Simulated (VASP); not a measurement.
Set up this calculation in VASP 6.6.1, as the native input.

```yaml
Task: single point
Functional: PBEsol
Potentials_or_basis: VASP PAW PBE potentials, release 64 (Ti_sv, Al)
Cutoff: 520 eV
k_mesh: 12 × 12 × 12
Occupations: gaussian, width 0.15 eV
Spin: no spin polarisation
Dipole_correction: no
Further_INCAR_settings: ALGO = Fast; EDIFF = 1e-07; NBANDS = 18
```

The structure of TiAl3 lies in POSCAR:

```
TiAl3
1.0
    3.9483448106      0.0000000000      0.0000000000
    0.0000000000      4.5405965322      0.0000000000
    0.0000000000      0.0000000000      3.9483448106
Ti Al
1 3
Direct
    0.0000000000      0.0000000000      0.0000000000
    0.5000000000      0.5000000000      0.0000000000
    0.5000000000      0.0000000000      0.5000000000
    0.0000000000      0.5000000000      0.5000000000
```

This cell differs from its parent crystal: strain +0.1500 x Voigt [0, 1, 0, 0, 0, 0].

These files were run (other wordings do the same):

INCAR

```
ALGO     = Fast           # electronic algorithm
EDIFF    = 1E-7           # SCF threshold, eV
ENCUT    = 520            # plane-wave cutoff, eV
GGA      = PS             # functional
ISIF     = 2              # what is computed and relaxed
ISMEAR   = 0              # smearing method
LASPH    = True           # aspherical terms in the spheres
LCHARG   = False          # write CHGCAR
LREAL    = False          # projectors in reciprocal space
LWAVE    = False          # write WAVECAR
NBANDS   = 18             # bands
NELM     = 100            # most SCF steps
PREC     = Accurate       # precision mode
SIGMA    = 0.15           # smearing width, eV
```

KPOINTS

```
k-points
0
Gamma
  12 12 12
```

Potentials or basis: VASP PAW PBE potentials, release 64 (Ti_sv, Al).

The run is started by

```sh
$ cat potpaw_PBE.64/Ti_sv/POTCAR potpaw_PBE.64/Al/POTCAR > POTCAR
$ mpirun -np 1 vasp_std > vasp.out
```

It gave:

- Pressure: -10.2 GPa
- Band gap on the k mesh: zero (an odd number of electrons rules out a gap without spin polarisation)

Caveat: the cell differs from its parent crystal (strain +0.1500 x Voigt [0, 1, 0, 0, 0, 0]); the stress differs along the axes, from -17 to -7 GPa; the PAW data sets were made with another functional, which shifts forces and pressure a little.

Wall time 8.1 min on 1 thread of AMD EPYC 7R13 Processor (Zen 3), on a shared host, peak memory 0.33 GiB.
